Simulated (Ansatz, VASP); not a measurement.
Ta in VASP and in Ansatz

File INCAR:

```
SYSTEM = Ta
ALGO = Normal
EDIFF = 1E-6
ENCUT = 520
GGA = PS
ISIF = 2
ISMEAR = -1
LASPH = .True.
LCHARG = .False.
LREAL = .False.
LWAVE = .False.
NBANDS = 12
NELM = 100
PREC = Accurate
SIGMA = 0.08
```

The input KPOINTS:

```
k-points
0
Gamma
  17 17 17
  0 0 0
```

The input POSCAR:

```
Ta
1.0
   -1.6512800000      1.6512800000      1.6347672000
    1.6512800000     -1.6512800000      1.6347672000
    1.6512800000      1.6512800000     -1.6347672000
Ta
1
Direct
    0.0000000000      0.0000000000      0.0000000000
```

Input for Ansatz:

```yaml
crystal:
  lattice:
    - [-1.65128, 1.65128, 1.6347672]
    - [1.65128, -1.65128, 1.6347672]
    - [1.65128, 1.65128, -1.6347672]
  atoms:
    - { symbol: Ta, position: [0.0, 0.0, 0.0] }
kpoints:
  mp_grid: { grid: [17, 17, 17] }
  band_path:
    path:
      - [0.0, 0.0, 0.0]
      - [0.0, 0.0, 0.5]
      - [-0.5, 0.5, 0.5]
      - [0.0, 0.0, 0.0]
      - [0.495025, 0.495025, -0.495025]
      - [-0.495025, 0.504975, 0.495025]
      - [-0.5, 0.5, 0.5]
      - [0.0, 0.0, 0.5]
      - [0.25, 0.25, 0.25]
    npoints: 5
scf:
  occupations: { method: fermi_dirac, width: 0.08 }
hamiltonian:
  xc: pbesol
  pseudopotentials: { kind: all_electron, lapw: { basis_error: 0.0005 } }
output:
  forces: true
  stress: true
  eigenvalues: true
```

Change from the starting cell: zz strain of -1 %.

Alike in both runs: task single point; functional PBEsol; k mesh 17 × 17 × 17; occupations fermi-dirac, width 0.08 eV; no spin polarisation.

|  | VASP | Ansatz |
| --- | --- | --- |
| version | VASP 6.6.1 | Ansatz 0.2.0 |
| potentials or method | VASP PAW PBE potentials, release 64 (Ta_pv), cutoff 520 eV | all-electron LAPW, scalar-relativistic |

```tsv
	VASP	Ansatz	Ansatz less VASP
pressure (GPa)	-1.6	-1.9	-0.26
traceless stress, the component that is largest in VASP (GPa)	0.73	0.73	+0.002
```

VASP's potentials were made for PBE, not for PBEsol. Ansatz ran all-electron here, and VASP with PAW potentials.

Spin-orbit coupling is off throughout.
